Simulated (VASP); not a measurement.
# MgS (l.bB) (F-43m) in VASP: further runs

Runs on MgS (l.bB). Level: LDA. Tasks: single point.

All numbers are computed with VASP 6.6.1; they aren't measurements. Logs are shortened: lines on timing, memory, paths and dates and some standing lists are left out, and cuts for length are marked.

### 1 The cell of the first run

Symmetry: F-43m, No. 216, cubic system. Conventional cell: a = 5.594 Å, b = 5.594 Å, c = 5.594 Å, α = 90.00°, β = 90.00°, γ = 90.00°. Within 3.2 Å of Mg (site symmetry -43m) lie 4 S at 2.42 Å. S (site symmetry -43m) has 4 Mg at 2.42 Å within 3.2 Å.

### 2 Single point, LDA

File INCAR:

```
PREC = Accurate
ENCUT = 600
EDIFF = 1E-6
ISMEAR = 0
SIGMA = 0.02
LREAL = False
LASPH = True
NELM = 120
ALGO = Normal
ISIF = 2
LWAVE = False
LCHARG = False
NBANDS = 11
GGA_COMPAT = False
```

File KPOINTS:

```
regular mesh
0
Gamma
  8 8 8
```

File POSCAR:

```
MgS
1.0
    0.0000000000      2.7969475113      2.7969475113
    2.7969475113      0.0000000000      2.7969475113
    2.7969475113      2.7969475113      0.0000000000
Mg S
1 1
Direct
    0.0000000000      0.0000000000      0.0000000000
    0.2500000000      0.2500000000      0.2500000000
```

Potentials or basis: VASP PAW LDA potentials, release 64 (Mg, S).

Command:

```bash
> cat potpaw_LDA.64/Mg/POTCAR potpaw_LDA.64/S/POTCAR > POTCAR
> mpirun -np 1 vasp_std > vasp.out
```

OUTCAR:

```text
PREC = Accurate
   ENCUT = 600
   EDIFF = 1E-6
   ISMEAR = 0
   LREAL = False
   LASPH = True
   NELM = 120
   ISIF = 2

 ion  position               nearest neighbor table
   1  0.000  0.000  0.000-   2 2.42   2 2.42   2 2.42   2 2.42
   2  0.250  0.250  0.250-   1 2.42   1 2.42   1 2.42   1 2.42

  LATTYP: Found a face centered cubic cell.
 ALAT       =     5.5938950226

  Lattice vectors:

 A1 = (   0.0000000000,   2.7969475113,   2.7969475113)
 A2 = (   2.7969475113,   0.0000000000,   2.7969475113)
 A3 = (   2.7969475113,   2.7969475113,   0.0000000000)

Analysis of symmetry for initial positions (statically):
=====================================================================
 Subroutine PRICEL returns:
 Original cell was already a primitive cell.

 Routine SETGRP: Setting up the symmetry group for a
 face centered cubic supercell.

 Subroutine GETGRP returns: Found 24 space group operations
 (whereof 24 operations were pure point group operations)
 out of a pool of 48 trial point group operations.

The static configuration has the point symmetry T_d .

Analysis of symmetry for dynamics (positions and initial velocities):
=====================================================================
 Subroutine PRICEL returns:
 Original cell was already a primitive cell.

 Routine SETGRP: Setting up the symmetry group for a
 face centered cubic supercell.

 Subroutine GETGRP returns: Found 24 space group operations
 (whereof 24 operations were pure point group operations)
 out of a pool of 48 trial point group operations.

The dynamic configuration has the point symmetry T_d .

 Subroutine INISYM returns: Found 24 space group operations
 (whereof 24 operations are pure point group operations),
 and found     1 'primitive' translations

----------------------------------------------------------------------------------------

                                     Primitive cell

  volume of cell :      43.7606

  direct lattice vectors                    reciprocal lattice vectors
     0.000000000  2.796947511  2.796947511    -0.178766315  0.178766315  0.178766315
     2.796947511  0.000000000  2.796947511     0.178766315 -0.178766315  0.178766315
     2.796947511  2.796947511  0.000000000     0.178766315  0.178766315 -0.178766315

  length of vectors
     3.955481104  3.955481104  3.955481104     0.309632340  0.309632340  0.309632340

  position of ions in fractional coordinates (direct lattice)
     0.000000000  0.000000000  0.000000000
     0.250000000  0.250000000  0.250000000

  ion indices of the primitive-cell ions
   primitive index   ion index
[... 83 lines left out ...]
   TEBEG  =    0.0;   TEEND  =   0.0 temperature during run
   PSTRESS=    0.0 pullay stress
   NELECT =       8.0000    total number of electrons
   NUPDOWN=      -1.0000    fix difference up-down
   EMIN   =  10.00;   EMAX   =-10.00  energy-range for DOS
   EFERMI =   0.00;   METHOD = LEGACY
   ISMEAR =     0;   SIGMA  =   0.02  broadening in eV -4-tet -1-fermi 0-gaus
   EFERMI_NEDOS =   21; number of points for ismear=-14 and -15
   IALGO  =     38    algorithm
   IMIX   =      4    mixing-type and parameters
     AMIX     =   0.40;   BMIX     =  1.00
     AMIX_MAG =   1.60;   BMIX_MAG =  1.00
  volume/ion in A,a.u.               =      21.88       147.66
  Fermi-wavevector in a.u.,A,eV,Ry     =   0.929131  1.755804 11.745710  0.863285
  Thomas-Fermi vector in A             =   2.055382
   LORBIT       =      0    0 simple, 1 ext, 2 COOP (PROOUT), +10 PAW based schemes
   GGA     = CA    functional components
   LHFCALC =     F    Hartree Fock is set to
   AEXX    =    0.0000 exact exchange contribution
   IVDW    =     0    specifies the selected vdW correction
   LEPSILON=     F    determine dielectric tensor
   LRPA    =     F    only Hartree local field effects (RPA)
 non-spin polarized calculation
 Gauss-broadening in eV      SIGMA  =   0.02
  energy-cutoff  :      600.00
  volume of cell :       43.76
 maximum number of plane-waves:      1476
   NGX = 15   NGY = 15   NGZ = 15

 number of electron       7.9999999 magnetization

 Free energy of the ion-electron system (eV)
  ---------------------------------------------------
  ext. energy  EPLUGINS =         0.00000000
  ---------------------------------------------------
  free energy    TOTEN  =        -9.39389560 eV

  energy without entropy =       -9.39389560  energy(sigma->0) =       -9.39389560

 E-fermi :   1.2783     XC(G=0):  -8.8998

 val. band max:        1.1266778738   @ k =   0.0000   0.0000   0.0000
 cond. band min:       4.5034705291   @ k =   0.0000   0.0000   0.0000
 fundamental gap:      3.3767926553
 Fermi energy:         1.2783240530

 k-point     1 :       0.0000    0.0000    0.0000
  band No.  band energies     occupation
      1     -10.2347      2.00000
      2       1.1267      2.00000
      3       1.1267      2.00000
      4       1.1267      2.00000
      5       4.5035      0.00000
      6       8.9860      0.00000
      7       8.9860      0.00000
      8       8.9860      0.00000
      9      11.9429      0.00000
     10      11.9429      0.00000
     11      14.7803      0.00000
[... 309 lines left out ...]
 k-point    24 :      -0.3750    0.2500    0.1250
  band No.  band energies     occupation
      1      -9.3529      2.00000
      2      -1.8355      2.00000
      3      -0.2643      2.00000
      4       0.4328      2.00000
      5       7.0338      0.00000
      6       7.5268      0.00000
      7       9.8699      0.00000
      8       9.9053      0.00000
      9      12.5178      0.00000
     10      13.9613      0.00000
     11      15.4395      0.00000

 [... further k-points ...]

------------------------ aborting loop because EDIFF is reached ----------------------------------------

  FORCE on cell =-STRESS in cart. coord.  units (eV):
  Direction    XX          YY          ZZ          XY          YZ          ZX
  --------------------------------------------------------------------------------------
  -------------------------------------------------------------------------------------
  Total       -0.0888670     -0.0888670     -0.0888670      0.0000000      0.0000000      0.0000000
  in kB       -3.2536296     -3.2536296     -3.2536296      0.0000000      0.0000000      0.0000000
  external PRESSURE =      -3.2536296 kB  Pullay stress =       0.0000000 kB

 VOLUME and BASIS-vectors are now :
 -----------------------------------------------------------------------------
  energy-cutoff  :      600.00
  volume of cell :       43.76
      direct lattice vectors                 reciprocal lattice vectors
     0.000000000  2.796947511  2.796947511    -0.178766315  0.178766315  0.178766315
     2.796947511  0.000000000  2.796947511     0.178766315 -0.178766315  0.178766315
     2.796947511  2.796947511  0.000000000     0.178766315  0.178766315 -0.178766315

 POSITION                                       TOTAL-FORCE (eV/Angst)
 -----------------------------------------------------------------------------------
      0.00000      0.00000      0.00000        -0.000000      0.000000     -0.000000
      1.39847      1.39847      1.39847         0.000000     -0.000000      0.000000
 -----------------------------------------------------------------------------------
    total drift:                                0.000000      0.000000      0.000000

  FREE ENERGIE OF THE ION-ELECTRON SYSTEM (eV)
  ---------------------------------------------------
  free  energy   TOTEN  =        -9.3938956048 eV

  energy  without entropy=       -9.3938956048  energy(sigma->0) =       -9.39389560
```

stdout:

```text
POSCAR found type information on POSCAR MgS
 POSCAR found :  2 types and       2 ions
 scaLAPACK will be used
 LDA part: xc-table for (Slater(with rela. corr.)+CA(PZ))
 , standard interpolation
 POSCAR, INCAR and KPOINTS ok, starting setup
 FFT: planning ... GRIDC
 FFT: planning ... GRID_SOFT
 FFT: planning ... GRID
 WAVECAR not read
 entering main loop
```

It took 13 s on 1 thread of Intel Xeon 8259CL, shared host; peak memory 0.16 GiB.

Results:

* Free energy: -9.3939 eV
* Pressure: -0.3 GPa
* Band gap on the k mesh: 3.38 eV, direct

A k mesh can miss the band edges. Expect the measured gap to be larger: semilocal functionals such as LDA lack the derivative discontinuity.

### 3 Single point, LDA

File INCAR:

```
SYSTEM = MgS
PREC = Accurate
ENCUT = 600
EDIFF = 1E-6
ISMEAR = 0
SIGMA = 0.02
LREAL = .False.
LASPH = .True.
NELM = 120
ALGO = Normal
ISIF = 2
LWAVE = .False.
LCHARG = .False.
GGA = CA
NBANDS = 11
GGA_COMPAT = .False.
```

File KPOINTS:

```
Automatic mesh
0
Gamma
  8 8 8
  0 0 0
```

POSCAR is that of step 2.

Potentials or basis: VASP PAW LDA potentials, release 64 (Mg, S).

Command:

```bash
> cat potpaw_LDA.64/Mg/POTCAR potpaw_LDA.64/S/POTCAR > POTCAR
> mpirun -np 1 vasp_std > vasp.out
```

Wall time 15 s (1 thread of Intel Xeon 8259CL, shared host); peak memory 0.16 GiB.

Results (log left out):

```yaml
Free_energy: -9.3939 eV
Pressure: -0.3 GPa
Band_gap_on_the_k_mesh: 3.38 eV, direct
```

Levels at points of the mesh, in eV from the valence-band top:
```tsv
k point	band 1	band 2	band 3	band 4	band 5	band 6	band 7	band 8
(0.00, 0.00, 0.00)	-11.36	0.00	0.00	0.00	3.38	7.86	7.86	7.86
(0.50, 0.00, 0.00)	-10.60	-3.34	-0.35	-0.35	5.00	7.51	7.51	8.54
(0.50, 0.50, 0.00)	-10.36	-2.99	-1.10	-1.10	3.63	5.48	11.24	12.30
```
